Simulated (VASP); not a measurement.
# W (I4/mmm) in VASP: single point with PBEsol

Aim: the single point of W with PBEsol.

All numbers are computed with VASP 6.6.1; they aren't measurements. Logs are shortened: lines on timing, memory, paths and dates and some standing lists are left out, and cuts for length are marked.

### 1 The cell of the first run

Symmetry: I4/mmm, No. 139, tetragonal system. Conventional cell: a = 2.869 Å, b = 2.869 Å, c = 3.878 Å, α = 90.00°, β = 90.00°, γ = 90.00°. W (site symmetry 4/mmm) has 12 W at 2.81 to 2.87 Å within 3.7 Å.

### 2 Single point, PBEsol (strain +0.015 along x and y, -0.030 along z)

Input file INCAR:

```
SYSTEM = W
  ALGO = Fast
  EDIFF = 1E-7
  ENCUT = 520
  GGA = PS
  ISIF = 2
  ISMEAR = 0
  LASPH = .TRUE.
  LCHARG = .TRUE.
  LELF = .TRUE.
  LREAL = .FALSE.
  LVHAR = .TRUE.
  LWAVE = .FALSE.
  NBANDS = 13
  NELM = 80
  PREC = Accurate
  SIGMA = 0.15
```

Input file KPOINTS:

```
k-points
0
G
  26 26 26
  0 0 0
```

Input file POSCAR:

```
W
1.0
    0.0000000000      2.0289807034      1.9390258939
    2.0289807034      0.0000000000      1.9390258939
    2.0289807034      2.0289807034      0.0000000000
W
1
Direct
    0.0000000000      0.0000000000      0.0000000000
```

Potentials or basis: VASP PAW PBE potentials, release 64 (W_sv).

Command:

```bash
cat potpaw_PBE.64/W_sv/POTCAR > POTCAR
mpirun -np 1 vasp_std > vasp.out
```

OUTCAR:

```text
SYSTEM = W
   EDIFF = 1E-7
   ENCUT = 520
   GGA = PS
   ISIF = 2
   ISMEAR = 0
   LASPH = .TRUE.
   LREAL = .FALSE.
   NELM = 80
   PREC = Accurate

 ion  position               nearest neighbor table
   1  0.000  0.000  0.000-

  LATTYP: Found a body centered tetragonal cell.
 ALAT       =     2.8694120285
 C/A-ratio  =     1.3515144389

  Lattice vectors:

 A1 = (   0.0000000000,  -2.0289807034,  -1.9390258939)
 A2 = (   0.0000000000,   2.0289807034,  -1.9390258939)
 A3 = (   2.0289807034,   0.0000000000,   1.9390258939)

Analysis of symmetry for initial positions (statically):
=====================================================================
 Subroutine PRICEL returns:
 Original cell was already a primitive cell.

 Routine SETGRP: Setting up the symmetry group for a
 body centered tetragonal supercell.

 Subroutine GETGRP returns: Found 16 space group operations
 (whereof 16 operations were pure point group operations)
 out of a pool of 16 trial point group operations.

The static configuration has the point symmetry D_4h.

Analysis of symmetry for dynamics (positions and initial velocities):
=====================================================================
 Subroutine PRICEL returns:
 Original cell was already a primitive cell.

 Routine SETGRP: Setting up the symmetry group for a
 body centered tetragonal supercell.

 Subroutine GETGRP returns: Found 16 space group operations
 (whereof 16 operations were pure point group operations)
 out of a pool of 16 trial point group operations.

The dynamic configuration has the point symmetry D_4h.

 Subroutine INISYM returns: Found 16 space group operations
 (whereof 16 operations are pure point group operations),
 and found     1 'primitive' translations

----------------------------------------------------------------------------------------

                                     Primitive cell

  volume of cell :      15.9650

  direct lattice vectors                    reciprocal lattice vectors
     0.000000000  2.028980703  1.939025894    -0.246429155  0.246429155  0.257861435
     2.028980703  0.000000000  1.939025894     0.246429155 -0.246429155  0.257861435
     2.028980703  2.028980703  0.000000000     0.246429155  0.246429155 -0.257861435

  length of vectors
     2.806525274  2.806525274  2.869412029     0.433528749  0.433528749  0.433528749

  position of ions in fractional coordinates (direct lattice)
     0.000000000  0.000000000  0.000000000

  ion indices of the primitive-cell ions
   primitive index   ion index
                 1           1

----------------------------------------------------------------------------------------

 KPOINTS: k-points

Automatic generation of k-mesh.
 Grid dimensions read from file:
 generate k-points for:   26   26   26

 Generating k-lattice:

  Cartesian coordinates                     Fractional coordinates (reciprocal lattice)
    -0.009478044  0.009478044  0.009917748     0.038461538  0.000000000  0.000000000
     0.009478044 -0.009478044  0.009917748     0.000000000  0.038461538  0.000000000
     0.009478044  0.009478044 -0.009917748     0.000000000  0.000000000  0.038461538

  Length of vectors
     0.016674183  0.016674183  0.016674183

  Shift w.r.t. Gamma in fractional coordinates (k-lattice)
     0.000000000  0.000000000  0.000000000

 Subroutine IBZKPT returns following result:
 ===========================================

 Found   1330 irreducible k-points:

 Following reciprocal coordinates:
            Coordinates               Weight
  0.000000  0.000000  0.000000      1.000000
  0.038462  0.000000  0.000000      8.000000
  0.076923  0.000000  0.000000      8.000000
  0.115385  0.000000  0.000000      8.000000
  0.153846  0.000000  0.000000      8.000000
  0.192308  0.000000  0.000000      8.000000
[... 16 lines left out ...]
  0.346154  0.038462  0.000000      8.000000
  0.384615  0.038462  0.000000      8.000000
 [... further k-points ...]
   k-points           NKPTS =   1330   k-points in BZ     NKDIM =   1330   number of bands    NBANDS=     13
   number of dos      NEDOS =    301   number of ions     NIONS =      1
   total plane-waves  NPLWV =  13824
   dimension x,y,z NGX =    24 NGY =   24 NGZ =   24
   dimension x,y,z NGXF=    48 NGYF=   48 NGZF=   48
   ions per type =               1
   NGX,Y,Z   is equivalent  to a cutoff of  14.22, 14.22, 13.90 a.u.
   NGXF,Y,Z  is equivalent  to a cutoff of  28.43, 28.43, 27.81 a.u.
 SYSTEM =  W
   PREC   = accura    normal or accurate (medium, high low for compatibility)
   ISTART =      0    job   : 0-new  1-cont  2-samecut
   ICHARG =      2    charge: 1-file 2-atom 10-const
   ISPIN  =      1    spin polarized calculation?
   LNONCOLLINEAR =      F non collinear calculations
   LSORBIT =      F    spin-orbit coupling
   LASPH  =      T    aspherical Exc in radial PAW
   ENCUT  =  520.0 eV  38.22 Ry    6.18 a.u.   5.22  5.22  5.34*2*pi/ulx,y,z
   NELM   =     80;   NELMIN=  2; NELMDL= -5     # of ELM steps
   EDIFF  = 0.1E-06   stopping-criterion for ELM
   LREAL  =      F    real-space projection
   EDIFFG = 0.1E-05   stopping-criterion for IOM
   NSW    =      0    number of steps for IOM
   IBRION =     -1    ionic relax: 0-MD 1-quasi-New 2-CG
   NFREE  =      0    steps in history (QN), initial steepest desc. (CG)
   ISIF   =      2    stress and relaxation
   ISYM   =      2    0-nonsym 1-usesym 2-fastsym
   POTIM  = 0.5000    time-step for ionic-motion
   TEBEG  =    0.0;   TEEND  =   0.0 temperature during run
   PSTRESS=    0.0 pullay stress
   NELECT =      14.0000    total number of electrons
   NUPDOWN=      -1.0000    fix difference up-down
   EMIN   =  10.00;   EMAX   =-10.00  energy-range for DOS
   EFERMI =   0.00;   METHOD = LEGACY
   ISMEAR =     0;   SIGMA  =   0.15  broadening in eV -4-tet -1-fermi 0-gaus
   EFERMI_NEDOS =   21; number of points for ismear=-14 and -15
   IALGO  =     68    algorithm
   IMIX   =      4    mixing-type and parameters
     AMIX     =   0.40;   BMIX     =  1.00
     AMIX_MAG =   1.60;   BMIX_MAG =  1.00
  volume/ion in A,a.u.               =      15.97       107.74
  Fermi-wavevector in a.u.,A,eV,Ry     =   1.566971  2.961146 33.407730  2.455399
  Thomas-Fermi vector in A             =   2.669220
   LORBIT       =      0    0 simple, 1 ext, 2 COOP (PROOUT), +10 PAW based schemes
   GGA     = PS    functional components
   LHFCALC =     F    Hartree Fock is set to
   AEXX    =    0.0000 exact exchange contribution
   IVDW    =     0    specifies the selected vdW correction
   LEPSILON=     F    determine dielectric tensor
   LRPA    =     F    only Hartree local field effects (RPA)
 non-spin polarized calculation
 RMM-DIIS sequential band-by-band and
 Gauss-broadening in eV      SIGMA  =   0.15
  energy-cutoff  :      520.00
  volume of cell :       15.97
 maximum number of plane-waves:       443
 NGX is ok and might be reduce to    24
   NGX = 11   NGY = 11   NGZ = 11

 number of electron      13.9999999 magnetization

 Free energy of the ion-electron system (eV)
  ---------------------------------------------------
  ext. energy  EPLUGINS =         0.00000000
  ---------------------------------------------------
  free energy    TOTEN  =       -13.33874986 eV

  energy without entropy =      -13.32590117  energy(sigma->0) =      -13.33232551

 E-fermi :  10.7589     XC(G=0): -13.7113

 val. band max:       10.7575594052   @ k =  -0.3462   0.1538   0.1154
 cond. band min:      10.7613861877   @ k =   0.1538   0.1538   0.0000
 fundamental gap:      0.0038267824
 Fermi energy:        10.7588666310

 k-point     1 :       0.0000    0.0000    0.0000
  band No.  band energies     occupation
      1     -62.8856      2.00000
      2     -26.4840      2.00000
      3     -26.4840      2.00000
      4     -26.4523      2.00000
      5       1.5508      2.00000
      6       9.9184      2.00000
      7       9.9184      2.00000
      8      10.5149      1.97854
      9      12.8808      0.00000
     10      13.7553      0.00000
     11      23.5944      0.00000
     12      28.3713      0.00000
     13      28.3713      0.00000

 k-point     2 :       0.0385    0.0000    0.0000
  band No.  band energies     occupation
      1     -62.8839      2.00000
      2     -26.4991      2.00000
      3     -26.4870      2.00000
      4     -26.4589      2.00000
      5       1.6188      2.00000
      6       9.8969      2.00000
      7       9.9502      2.00000
      8      10.5143      1.97888
      9      12.8561      0.00000
     10      13.7183      0.00000
     11      23.7329      0.00000
     12      28.2317      0.00000
     13      28.4955      0.00000

 k-point     3 :       0.0769    0.0000    0.0000
  band No.  band energies     occupation
      1     -62.8787      2.00000
      2     -26.5530      2.00000
      3     -26.4961      2.00000
      4     -26.4687      2.00000
      5       1.8191      2.00000
      6       9.8104      2.00000
      7      10.0385      2.00000
      8      10.5410      1.96004
      9      12.7939      0.00000
     10      13.6178      0.00000
     11      24.1289      0.00000
     12      27.7270      0.00000
     13      28.8622      0.00000
[... 305 lines left out ...]
 k-point    23 :       0.3462    0.0385    0.0000
  band No.  band energies     occupation
      1     -62.7929      2.00000
      2     -27.4438      2.00000
      3     -26.6575      2.00000
      4     -26.5613      2.00000
      5       4.7111      2.00000
      6       9.4947      2.00000
      7       9.9752      2.00000
      8      10.5549      1.94556
      9      14.1491      0.00000
     10      14.7717      0.00000
     11      22.7151      0.00000
     12      26.6953      0.00000
     13      32.2818      0.00000

 k-point    24 :       0.3846    0.0385    0.0000
  band No.  band energies     occupation
      1     -62.7814      2.00000
      2     -27.5579      2.00000
      3     -26.6751      2.00000
      4     -26.5759      2.00000
      5       4.8832      2.00000
      6       9.8266      2.00000
      7       9.9890      2.00000
      8      10.4003      1.99928
      9      14.6704      0.00000
     10      15.3118      0.00000
     11      22.2699      0.00000
     12      25.5107      0.00000
     13      31.1122      0.00000

 [... further k-points ...]
[... 5 lines left out ...]
  --------------------------------------------------------------------------------------
  -------------------------------------------------------------------------------------
  Total        0.5673710      0.5673710     -0.8821300      0.0000000      0.0000000      0.0000000
  in kB       56.9387990     56.9387990    -88.5265868      0.0000000      0.0000000      0.0000000
  external PRESSURE =       8.4503371 kB  Pullay stress =       0.0000000 kB

 VOLUME and BASIS-vectors are now :
 -----------------------------------------------------------------------------
  energy-cutoff  :      520.00
  volume of cell :       15.97
      direct lattice vectors                 reciprocal lattice vectors
     0.000000000  2.028980703  1.939025894    -0.246429155  0.246429155  0.257861435
     2.028980703  0.000000000  1.939025894     0.246429155 -0.246429155  0.257861435
     2.028980703  2.028980703  0.000000000     0.246429155  0.246429155 -0.257861435

 POSITION                                       TOTAL-FORCE (eV/Angst)
 -----------------------------------------------------------------------------------
      0.00000      0.00000      0.00000         0.000000     -0.000000      0.000000
 -----------------------------------------------------------------------------------
    total drift:                               -0.000000      0.000000     -0.000000

  FREE ENERGIE OF THE ION-ELECTRON SYSTEM (eV)
  ---------------------------------------------------
  free  energy   TOTEN  =       -13.3387498593 eV

  energy  without entropy=      -13.3259011666  energy(sigma->0) =      -13.33232551
```

It took 2.2 min on 1 thread of Intel Xeon 6975P-C (Granite Rapids), shared host; peak memory 0.37 GiB.

What came out:

| Item | Value |
| --- | --- |
| Free energy | -13.3387 eV |
| Pressure | 0.8 GPa |
| Band gap on the k mesh | zero (bands 7 and 8 overlap by 4.42 eV) |

Caveat: the cell differs from its parent crystal (strain +0.015 along x and y, -0.030 along z); the PAW data sets were made with another functional, which shifts forces and pressure a little; spin-orbit coupling is left out, which moves the levels of the heavy elements.
